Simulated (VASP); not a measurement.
Input of a VASP 6.6.1 run:

The input INCAR:

```
  PREC = Accurate
  ENCUT = 520
  EDIFF = 1E-8
  ISMEAR = -1
  SIGMA = 0.05
  LREAL = False
  LASPH = True
  NELM = 80
  ALGO = Normal
  ISIF = 2
  LWAVE = False
  LCHARG = False
  GGA = PE
  LEFG = True
  NBANDS = 11
```

KPOINTS

```
regular mesh
0
Gamma
  16 16 16
```

POSCAR

```
Si
1.0
   -2.2951484633      2.4149529699      1.3000063486
    2.2951484633     -2.4149529699      1.3000063486
    2.2951484633      2.4149529699     -1.3000063486
Si
2
Direct
    0.8070000000      0.5570000000      0.2500000000
    0.1930000000      0.4430000000      0.7500000000
```

Potentials or basis: VASP PAW PBE potentials, release 64 (Si).

Run with:

```sh
$ cat potpaw_PBE.64/Si/POTCAR > POTCAR
$ mpirun -np 1 vasp_std > vasp.out
```

(1) Estimate the pressure.

(2) Estimate the largest force.

Results:

(1) 6.6 GPa.

(2) 0.048 eV/Å.

Caveat: without QUAD_EFG the Cq values of the log hold for a quadrupole moment of 1 mb, not for the nuclei.
